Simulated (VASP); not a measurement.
# SrO: single point with PBE

Crystal: SrO.

```
Sr O
1.0
     0.00000    2.51699    2.51699
     2.51699    0.00000    2.51699
     2.51699    2.51699    0.00000
Sr O
1 1
Direct
  0.50000 0.50000 0.50000
  0.00000 0.00000 0.00000
```

This cell differs from its parent crystal: volume scaled by 0.91.

```
Program             : VASP 6.6.1
Task                : single point
Functional          : PBE
Potentials or basis : VASP PAW PBE potentials, release 64 (Sr_sv, O)
Cutoff              : 520 eV
k mesh              : 8 × 8 × 8
Occupations         : gaussian, width 0.02 eV
Spin                : no spin polarisation
```

| Quantity | Value |
| --- | --- |
| Pressure | 10.7 GPa |
| Band gap on the k mesh | 3.22 eV, indirect (least direct gap 3.26 eV) |

Levels at points of the mesh, in eV from the valence-band top:
```tsv
k point	band 6	band 7	band 8	band 9	band 10	band 11
(0.00, 0.00, 0.00)	0.00	0.00	0.00	4.46	6.34	6.34
(0.50, 0.00, 0.00)	-2.30	-1.27	-1.27	6.83	8.98	9.22
(0.50, 0.50, 0.00)	-0.31	-0.04	-0.04	3.22	8.30	10.60
```

Run time: 23 s on 1 thread of Intel(R) Xeon(R) Platinum 8375C CPU @ 2.90GHz (Ice Lake), on a shared host, peak memory 0.16 GiB.

 A k mesh can miss the band edges.
